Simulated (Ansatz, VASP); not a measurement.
## Bi: VASP beside Ansatz

```xyz
1
Lattice="-1.8897 1.8897 1.8897 1.8897 -1.8897 1.8897 1.8897 1.8897 -1.8897" Properties=species:S:1:pos:R:3 pbc="T T T"
Bi    0.0000    0.0000    0.0000
```

Change from the starting cell: volume scaled by 0.9, PAW files.

Alike in both runs: task single point; functional PBEsol; k mesh 15 × 15 × 15; occupations fermi-dirac, width 0.08 eV; no spin polarisation.

|  | VASP | Ansatz |
| --- | --- | --- |
| version | VASP 6.6.1 | Ansatz 0.2.0 |
| potentials or method | VASP PAW PBE potentials, release 64 (Bi_d) | PAW with Ansatz's default frozen-core files, scalar-relativistic |
| plane-wave cutoff (eV) | 520 | 420 |
| valence electrons in the cell | 15 | 15 |

|  | VASP | Ansatz | Ansatz less VASP |
| --- | --- | --- | --- |
| pressure (GPa) | 8.2 | 8.2 | +0.05 |

VASP's potentials were made for PBE, not for PBEsol. The functional is the same, so the differences come from potentials, cutoffs and numerics.

Neither program's run includes spin-orbit coupling.
